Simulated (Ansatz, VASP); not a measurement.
**Al: VASP beside Ansatz**

```
CELL_PARAMETERS angstrom
2.77699 0.00000 0.00000
-1.38850 2.40494 0.00000
0.00000 0.00000 9.24105
ATOMIC_POSITIONS crystal
Al 0.87060 0.00000 0.00000
Al 0.33333 0.66667 0.25000
Al 0.12940 0.00000 0.50000
Al 0.66667 0.33333 0.75000
```

Change from the starting cell: mode 4 frozen in at -0.364 Å, equal normal strain along x and y -0.0133.

Alike in both runs: task single point; functional PBE; dispersion D3(BJ); k mesh 18 × 18 × 4; occupations gaussian, width 0.15 eV; no spin polarisation.

|  | VASP | Ansatz |
| --- | --- | --- |
| version | VASP 6.6.1 | Ansatz 0.2.0 |
| potentials or method | VASP PAW PBE potentials, release 64 (Al), cutoff 520 eV | scalar-relativistic, plane waves, PAW |
| valence electrons in the cell | 12 | 12 |

```csv
,VASP,Ansatz,Ansatz less VASP
gap on the k mesh at the Fermi level (eV),none,none,-
pressure (GPa),3.7,3.7,0.00
"traceless stress, the component that is largest in VASP (GPa)",0.82,0.82,-0.001
rms of the force components (eV/Å),0.153,0.153,+0.0003
```

Atom by atom the forces differ by 0.000 eV/Å (rms over components). A gap of «none» marks a metal or a gap that the smearing closes.
